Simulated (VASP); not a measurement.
# Pb (P6_3/mmc) in VASP: a series of runs

Pb is run at these levels: PBE; tasks: single point.

All numbers are computed with VASP 6.6.1; they aren't measurements. Logs are shortened: lines on timing, memory, paths and dates and some standing lists are left out, and cuts for length are marked.

**1. The cell of the first run**

The structure is hexagonal, space group P6_3/mmc (No. 194). The conventional cell has a = 2.613 Å, b = 2.613 Å, c = 4.305 Å, α = 90.00°, β = 90.00°, γ = 120.00°. Pb (site symmetry -6m2) has 12 Pb at 2.61 to 2.63 Å within 3.4 Å.

This isn't the form of Pb at room conditions, which is fcc.

**2. Single point, PBE (12.73 Å³/atom)**

The input, INCAR:

```
SYSTEM = Pb
ALGO     = Normal         ! electronic algorithm
EDIFF    = 1E-6           ! SCF threshold, eV
ENCUT    = 520            ! plane-wave cutoff, eV
GGA      = PE             ! functional
ISIF     = 2              ! what is computed and relaxed
ISMEAR   = -1             ! smearing method
LASPH    = .True.         ! aspherical terms in the spheres
LCHARG   = .False.        ! write CHGCAR
LREAL    = .False.        ! projectors in reciprocal space
LWAVE    = .False.        ! write WAVECAR
NBANDS   = 21             ! bands
NELM     = 60             ! most SCF steps
PREC     = Accurate       ! precision mode
SIGMA    = 0.05           ! smearing width, eV
```

The input, KPOINTS:

```
k-points
0
Gamma
  14 14 8
  0 0 0
```

The input, POSCAR:

```
Pb
1.0
    2.6133745903      0.0000000000      0.0000000000
   -1.3066872952      2.2632487848      0.0000000000
    0.0000000000      0.0000000000      4.3046887295
Pb
2
Direct
    0.3333333333      0.6666666667      0.2500000000
    0.6666666667      0.3333333333      0.7500000000
```

Potentials or basis: VASP PAW PBE potentials, release 64 (Pb_d).

On the command line:

```sh
> cat potpaw_PBE.64/Pb_d/POTCAR > POTCAR
> mpirun -np 1 vasp_std > vasp.out
```

OUTCAR:

```text
SYSTEM = Pb
   EDIFF = 1E-6
   ENCUT = 520
   GGA = PE
   ISIF = 2
   ISMEAR = -1
   LASPH = .True.
   LREAL = .False.
   NELM = 60
   PREC = Accurate

 ion  position               nearest neighbor table
   1  0.333  0.667  0.250-   2 2.63   2 2.63   2 2.63   2 2.63   2 2.63   2 2.63   2 3.71   2 3.71
                             2 3.71   2 3.71   2 3.71   2 3.71
   2  0.667  0.333  0.750-   1 2.63   1 2.63   1 2.63   1 2.63   1 2.63   1 2.63   1 3.71   1 3.71
                             1 3.71   1 3.71   1 3.71   1 3.71

  LATTYP: Found a hexagonal cell.
 ALAT       =     2.6133745903
 C/A-ratio  =     1.6471763158

  Lattice vectors:

 A1 = (   2.6133745903,   0.0000000000,   0.0000000000)
 A2 = (  -1.3066872952,   2.2632487848,   0.0000000000)
 A3 = (   0.0000000000,   0.0000000000,   4.3046887295)

Analysis of symmetry for initial positions (statically):
=====================================================================
 Subroutine PRICEL returns:
 Original cell was already a primitive cell.

 Routine SETGRP: Setting up the symmetry group for a
 hexagonal supercell.

 Subroutine GETGRP returns: Found 24 space group operations
 (whereof 12 operations were pure point group operations)
 out of a pool of 24 trial point group operations.

The static configuration has the point symmetry D_3d.
 The point group associated with its full space group is D_6h.

Analysis of symmetry for dynamics (positions and initial velocities):
=====================================================================
 Subroutine PRICEL returns:
 Original cell was already a primitive cell.

 Routine SETGRP: Setting up the symmetry group for a
 hexagonal supercell.

 Subroutine GETGRP returns: Found 24 space group operations
 (whereof 12 operations were pure point group operations)
 out of a pool of 24 trial point group operations.

The dynamic configuration has the point symmetry D_3d.
 The point group associated with its full space group is D_6h.

 Subroutine INISYM returns: Found 24 space group operations
 (whereof 12 operations are pure point group operations),
 and found     1 'primitive' translations

----------------------------------------------------------------------------------------

                                     Primitive cell

[... 83 lines left out ...]
   ICHARG =      2    charge: 1-file 2-atom 10-const
   ISPIN  =      1    spin polarized calculation?
   LNONCOLLINEAR =      F non collinear calculations
   LSORBIT =      F    spin-orbit coupling
   LASPH  =      T    aspherical Exc in radial PAW
   ENCUT  =  520.0 eV  38.22 Ry    6.18 a.u.   4.86  4.86  8.00*2*pi/ulx,y,z
   NELM   =     60;   NELMIN=  2; NELMDL= -5     # of ELM steps
   EDIFF  = 0.1E-05   stopping-criterion for ELM
   LREAL  =      F    real-space projection
   EDIFFG = 0.1E-04   stopping-criterion for IOM
   NSW    =      0    number of steps for IOM
   IBRION =     -1    ionic relax: 0-MD 1-quasi-New 2-CG
   NFREE  =      0    steps in history (QN), initial steepest desc. (CG)
   ISIF   =      2    stress and relaxation
   ISYM   =      2    0-nonsym 1-usesym 2-fastsym
   POTIM  = 0.5000    time-step for ionic-motion
   TEBEG  =    0.0;   TEEND  =   0.0 temperature during run
   PSTRESS=    0.0 pullay stress
   NELECT =      28.0000    total number of electrons
   NUPDOWN=      -1.0000    fix difference up-down
   EMIN   =  10.00;   EMAX   =-10.00  energy-range for DOS
   EFERMI =   0.00;   METHOD = LEGACY
   ISMEAR =    -1;   SIGMA  =   0.05  broadening in eV -4-tet -1-fermi 0-gaus
   EFERMI_NEDOS =   21; number of points for ismear=-14 and -15
   IALGO  =     38    algorithm
   IMIX   =      4    mixing-type and parameters
     AMIX     =   0.40;   BMIX     =  1.00
     AMIX_MAG =   1.60;   BMIX_MAG =  1.00
  volume/ion in A,a.u.               =      12.73        85.91
  Fermi-wavevector in a.u.,A,eV,Ry     =   1.689801  3.193261 38.850456  2.855428
  Thomas-Fermi vector in A             =   2.771863
   LORBIT       =      0    0 simple, 1 ext, 2 COOP (PROOUT), +10 PAW based schemes
   GGA     = PE    functional components
   LHFCALC =     F    Hartree Fock is set to
   AEXX    =    0.0000 exact exchange contribution
   IVDW    =     0    specifies the selected vdW correction
   LEPSILON=     F    determine dielectric tensor
   LRPA    =     F    only Hartree local field effects (RPA)
 non-spin polarized calculation
  energy-cutoff  :      520.00
  volume of cell :       25.46
 maximum number of plane-waves:       701
 NGX is ok and might be reduce to    20
   NGX =  9   NGY =  9   NGZ = 17

 number of electron      28.0000006 magnetization

 Free energy of the ion-electron system (eV)
  ---------------------------------------------------
  ext. energy  EPLUGINS =         0.00000000
  ---------------------------------------------------
  free energy    TOTEN  =         9.82008779 eV

  energy without entropy =        9.82448771  energy(sigma->0) =        9.82228775

 E-fermi :  23.5976     XC(G=0): -15.1308

 val. band max:       23.5856165630   @ k =   0.2143   0.2143   0.2500
 cond. band min:      23.6074057146   @ k =   0.5000   0.0000   0.1250
 fundamental gap:      0.0217891516
 Fermi energy:        23.5976435975

 k-point     1 :       0.0000    0.0000    0.0000
  band No.  band energies     occupation
      1       0.9113      2.00000
      2       1.0416      2.00000
      3       2.5004      2.00000
      4       2.6786      2.00000
      5       2.6786      2.00000
      6       2.9497      2.00000
[... 565 lines left out ...]
     20      39.5631      0.00000
     21      41.8769      0.00000

 [... further k-points ...]

------------------------ aborting loop because EDIFF is reached ----------------------------------------

  FORCE on cell =-STRESS in cart. coord.  units (eV):
  Direction    XX          YY          ZZ          XY          YZ          ZX
  --------------------------------------------------------------------------------------
  -------------------------------------------------------------------------------------
  Total       55.4541790     55.4541790     55.5414040     -0.0000000      0.0000000      0.0000000
  in kB     3489.5477817   3489.5477817   3495.0365602     -0.0000001      0.0000000      0.0000000
  external PRESSURE =    3491.3773745 kB  Pullay stress =       0.0000000 kB

 VOLUME and BASIS-vectors are now :
 -----------------------------------------------------------------------------
  energy-cutoff  :      520.00
  volume of cell :       25.46
      direct lattice vectors                 reciprocal lattice vectors
     2.613374590  0.000000000  0.000000000     0.382647020  0.220921360  0.000000000
    -1.306687295  2.263248785  0.000000000     0.000000000  0.441842720  0.000000000
     0.000000000  0.000000000  4.304688729     0.000000000  0.000000000  0.232304834

 POSITION                                       TOTAL-FORCE (eV/Angst)
 -----------------------------------------------------------------------------------
     -0.00000      1.50883      1.07617        -0.000000      0.000000      0.000000
      1.30669      0.75442      3.22852         0.000000     -0.000000      0.000000
 -----------------------------------------------------------------------------------
    total drift:                               -0.000000      0.000000      0.000000

  FREE ENERGIE OF THE ION-ELECTRON SYSTEM (eV)
  ---------------------------------------------------
  free  energy   TOTEN  =         9.8200877875 eV

  energy  without entropy=        9.8244877051  energy(sigma->0) =        9.82228775
```

OSZICAR:

```text
N       E                     dE             d eps       ncg     rms          rms(c)
DAV:   1     0.305517894339E+03    0.30552E+03   -0.14336E+04  5356   0.217E+03
DAV:   2     0.295901182872E+02   -0.27593E+03   -0.26860E+03  5130   0.462E+02
DAV:   3     0.972990637644E+01   -0.19860E+02   -0.19556E+02  5993   0.147E+02
DAV:   4     0.926722121865E+01   -0.46269E+00   -0.46219E+00  6448   0.224E+01
DAV:   5     0.925368644700E+01   -0.13535E-01   -0.13534E-01  7023   0.336E+00    0.412E+00
DAV:   6     0.962054984761E+01    0.36686E+00   -0.93508E-02  7782   0.699E+00    0.221E+00
DAV:   7     0.981440293307E+01    0.19385E+00   -0.91063E-02  8852   0.582E+00    0.206E-01
DAV:   8     0.982006058701E+01    0.56577E-02   -0.94769E-03  7966   0.144E+00    0.332E-02
DAV:   9     0.981999815634E+01   -0.62431E-04   -0.10475E-04  8232   0.154E-01    0.250E-02
DAV:  10     0.982008824807E+01    0.90092E-04   -0.23960E-05  7416   0.788E-02    0.275E-03
DAV:  11     0.982008778754E+01   -0.46053E-06   -0.48435E-07  4040   0.659E-03
   1 F= 0.98200878E+01 E0= 0.98222877E+01  d E =-.439992E-02
```

stdout:

```text
POSCAR found type information on POSCAR Pb
 POSCAR found :  1 types and       2 ions
 scaLAPACK will be used
 LDA part: xc-table for (Slater+PW92), standard interpolation
 POSCAR, INCAR and KPOINTS ok, starting setup
 FFT: planning ... GRIDC
 FFT: planning ... GRID_SOFT
 FFT: planning ... GRID
 WAVECAR not read
 entering main loop
```

It took 68 s on 1 thread of Intel Xeon 8259CL, shared host; peak memory 0.17 GiB.

Results:

```yaml
Free_energy: 9.8201 eV
Pressure: 349.1 GPa
Band_gap_on_the_k_mesh: zero (bands 14 and 15 overlap by 11.23 eV)
```

Stress tensor (GPa, compression positive):
```
348.95   0.00   0.00
  0.00 348.95   0.00
  0.00   0.00 349.50
```

Levels at points of the mesh, in eV from the Fermi level:
```csv
k point,band 10,band 11,band 12,band 13,band 14,band 15,band 16,band 17,band 18,band 19
"(0.00, 0.00, 0.00)",-18.70,-18.70,-11.58,-9.30,6.84,8.48,9.15,10.94,10.94,14.48
"(0.50, 0.00, 0.00)",-18.33,-11.74,-11.00,-3.85,-2.47,-2.21,1.57,2.44,7.03,9.73
"(0.00, 0.00, 0.50)",-19.17,-19.16,-19.16,1.97,1.97,7.09,7.09,11.26,11.26,11.26
"(0.50, 0.00, 0.50)",-18.40,-10.42,-10.42,-7.58,-7.58,5.34,5.34,5.44,5.44,9.29
```

Caveat: the cell stands under pressure; spin-orbit coupling is left out, which moves the levels of the heavy elements.

**3. Single point, PBE (12.73 Å³/atom)**

The input, INCAR:

```
PREC = Accurate
ENCUT = 520
EDIFF = 1E-7
ISMEAR = -1
SIGMA = 0.05
LREAL = False
LASPH = True
NELM = 60
ALGO = Normal
ISIF = 2
LWAVE = False
LCHARG = False
GGA = PE
NBANDS = 21
```

The input, KPOINTS:

```
Automatic mesh
0
Gamma
  14 14 8
```

POSCAR is that of step 2.

Potentials or basis: VASP PAW PBE potentials, release 64 (Pb_d).

On the command line:

```sh
> cat potpaw_PBE.64/Pb_d/POTCAR > POTCAR
> mpirun -np 1 vasp_std > vasp.out
```

Wall time 80 s (1 thread of Intel Xeon 8259CL, shared host); peak memory 0.17 GiB.

The run converged. Its results:

| Item | Value |
| --- | --- |
| Free energy | 9.8201 eV |
| Pressure | 349.3 GPa |
| Band gap on the k mesh | zero (bands 14 and 15 overlap by 11.23 eV) |

Stress tensor (GPa, compression positive):
```
349.10   0.00   0.00
  0.00 349.10   0.00
  0.00   0.00 349.65
```

Levels at points of the mesh, in eV from the Fermi level:
```csv
k point,band 11,band 12,band 13,band 14,band 15,band 16,band 17,band 18
"(0.00, 0.00, 0.00)",-18.70,-11.58,-9.30,6.84,8.48,9.15,10.94,10.94
"(0.50, 0.00, 0.00)",-11.74,-11.00,-3.85,-2.47,-2.21,1.57,2.44,7.03
"(0.00, 0.00, 0.50)",-19.16,-19.16,1.97,1.97,7.09,7.09,11.26,11.26
"(0.50, 0.00, 0.50)",-10.42,-10.42,-7.58,-7.58,5.34,5.34,5.44,5.44
```

Caveat: the cell stands under pressure; spin-orbit coupling is left out, which moves the levels of the heavy elements.

**4. Single point, PBE (15.91 Å³/atom)**

This run uses another cell than the first one, of 15.91 Å³/atom.

The input, INCAR:

```
SYSTEM = Pb
  PREC = Accurate
  ENCUT = 520
  EDIFF = 1E-7
  ISMEAR = -1
  SIGMA = 0.05
  LREAL = .FALSE.
  LASPH = .TRUE.
  NELM = 60
  ALGO = Normal
  ISIF = 2
  LWAVE = .FALSE.
  LCHARG = .FALSE.
  GGA = PE
  NBANDS = 21
```

The input, KPOINTS:

```
Automatic mesh
0
G
  14 14 8
  0 0 0
```

The input, POSCAR:

```
Pb
1.0
    2.8125402702      0.0000000000      0.0000000000
   -1.4062701351      2.4357313231      0.0000000000
    0.0000000000      0.0000000000      4.6457688287
Pb
2
Direct
    0.3333333333      0.6666666667      0.2500000000
    0.6666666667      0.3333333333      0.7500000000
```

On the command line:

```sh
> cat potpaw_PBE.64/Pb_d/POTCAR > POTCAR
> mpirun -np 1 vasp_std > vasp.out
```

Run time: 91 s. Hardware: 1 thread of Intel Xeon 8259CL, shared host; peak memory 0.2 GiB.

Results (log left out):

```yaml
Free_energy: 0.5015 eV
Pressure: 150.9 GPa
Band_gap_on_the_k_mesh: zero (bands 14 and 15 overlap by 12.06 eV)
```

Stress tensor (GPa, compression positive):
```
150.92   0.00   0.00
  0.00 150.92   0.00
  0.00   0.00 150.99
```

Levels at points of the mesh, in eV from the Fermi level:
| k point | band 10 | band 11 | band 12 | band 13 | band 14 | band 15 | band 16 | band 17 | band 18 | band 19 |
| --- | --- | --- | --- | --- | --- | --- | --- | --- | --- | --- |
| (0.00, 0.00, 0.00) | -17.66 | -17.66 | -9.09 | -8.94 | 8.50 | 9.75 | 9.80 | 9.80 | 10.28 | 13.13 |
| (0.50, 0.00, 0.00) | -17.45 | -10.04 | -9.71 | -3.00 | -2.72 | -1.74 | 2.23 | 2.27 | 8.32 | 9.15 |
| (0.00, 0.00, 0.50) | -17.96 | -16.14 | -16.14 | 1.67 | 1.67 | 8.65 | 8.65 | 10.83 | 10.83 | 10.83 |
| (0.50, 0.00, 0.50) | -17.49 | -8.42 | -8.42 | -7.16 | -7.16 | 5.14 | 5.14 | 5.61 | 5.61 | 8.74 |

Caveat: the cell stands under pressure; spin-orbit coupling is left out, which moves the levels of the heavy elements.

**5. Single point, PBE (19.10 Å³/atom)**

This run uses another cell than the first one, of 19.10 Å³/atom.

The input, INCAR:

```
ALGO = Normal ; EDIFF = 1E-6
ENCUT = 520 ; GGA = PE
ISIF = 2 ; ISMEAR = -1
LASPH = True ; LCHARG = True
LELF = True ; LREAL = False
LVHAR = True ; LWAVE = False
NBANDS = 21 ; NELM = 100
PREC = Accurate ; SIGMA = 0.05
```

The input, KPOINTS:

```
k-points
0
Gamma
  14 14 8
```

The input, POSCAR:

```
Pb
1.0
    2.9823702452      0.0000000001      0.0000000000
   -1.4911851227      2.5828083958      0.0000000000
    0.0000000000      0.0000000000      4.9580765188
Pb
2
Direct
    0.3333333333      0.6666666667      0.2500000000
    0.6666666667      0.3333333333      0.7500000000
```

On the command line:

```sh
> cat potpaw_PBE.64/Pb_d/POTCAR > POTCAR
> mpirun -np 1 vasp_std > vasp.out
```

Wall time 98 s (1 thread of Intel Xeon 8259CL, shared host); peak memory 0.21 GiB.

It converged, with:

```
Free energy            : -3.6926 eV
Pressure               : 70.7 GPa
Band gap on the k mesh : zero (bands 14 and 15 overlap by 11.67 eV)
```

Levels at points of the mesh, in eV from the Fermi level:
```
           k point  band 10  band 11  band 12  band 13  band 14  band 15  band 16  band 17  band 18  band 19
(0.00, 0.00, 0.00)   -17.17   -16.05    -8.92    -7.25     8.76     8.76     9.22     9.82    10.56    11.60
(0.50, 0.00, 0.00)   -17.03    -9.34    -8.41    -3.10    -2.52    -1.27     2.04     2.52     8.26     8.27
(0.00, 0.00, 0.50)   -17.36   -14.10   -14.10     1.26     1.26     9.37     9.37     9.92     9.92     9.92
(0.50, 0.00, 0.50)   -17.06    -7.76    -7.76    -6.18    -6.18     4.81     4.81     5.13     5.13     8.30
```

Caveat: the cell stands under pressure; spin-orbit coupling is left out, which moves the levels of the heavy elements.

**6. Single point, PBE (19.10 Å³/atom)**

This run uses another cell than the first one, of 19.10 Å³/atom.

The input, INCAR:

```
SYSTEM = Pb
PREC = Accurate
ENCUT = 520
EDIFF = 1E-6
ISMEAR = -1
SIGMA = 0.05
LREAL = .FALSE.
LASPH = .TRUE.
NELM = 60
ALGO = Normal
ISIF = 2
LWAVE = .FALSE.
LCHARG = .TRUE.
GGA = PE
LELF = .TRUE.
LVHAR = .TRUE.
NBANDS = 21
```

The input, KPOINTS:

```
Automatic mesh
0
G
  14 14 8
  0 0 0
```

POSCAR is that of step 5.

Potentials or basis: VASP PAW PBE potentials, release 64 (Pb_d).

On the command line:

```sh
> cat potpaw_PBE.64/Pb_d/POTCAR > POTCAR
> mpirun -np 1 vasp_std > vasp.out
```

Wall time 1.7 min (1 thread of Intel Xeon 8259CL, shared host); peak memory 0.21 GiB.

Results (log left out):

* Free energy: -3.6926 eV
* Pressure: 70.7 GPa
* Band gap on the k mesh: zero (bands 14 and 15 overlap by 11.67 eV)

Levels at points of the mesh, in eV from the Fermi level:
```tsv
k point	band 12	band 13	band 14	band 15	band 16	band 17
(0.00, 0.00, 0.00)	-8.92	-7.25	8.76	8.76	9.22	9.82
(0.50, 0.00, 0.00)	-8.41	-3.10	-2.52	-1.27	2.04	2.52
(0.00, 0.00, 0.50)	-14.10	1.26	1.26	9.37	9.37	9.92
(0.50, 0.00, 0.50)	-7.76	-6.18	-6.18	4.81	4.81	5.13
```

Caveat: the cell stands under pressure; spin-orbit coupling is left out, which moves the levels of the heavy elements.

**7. The runs side by side**

| cell | gap on the mesh (eV) | pressure (GPa) |
| --- | --- | --- |
| a = 2.613, b = 2.613, c = 4.305 Å, angles 90.0, 90.0, 120.0°, 2 atoms | none | 349.3 |
| a = 2.813, b = 2.813, c = 4.646 Å, angles 90.0, 90.0, 120.0°, 2 atoms | none | 150.9 |
| a = 2.982, b = 2.982, c = 4.958 Å, angles 90.0, 90.0, 120.0°, 2 atoms | none | 70.7 |

Alike in all rows: task single point; level PBE; potentials or basis VASP PAW PBE potentials, release 64 (Pb_d); no spin polarisation; k mesh 14 × 14 × 8; cutoff (eV) 520; smearing fermi-dirac 0.05 eV.

Caveats: the cell stands under pressure; spin-orbit coupling is left out, which moves the levels of the heavy elements.

Absolute energies hang on the potentials; compare differences alone.
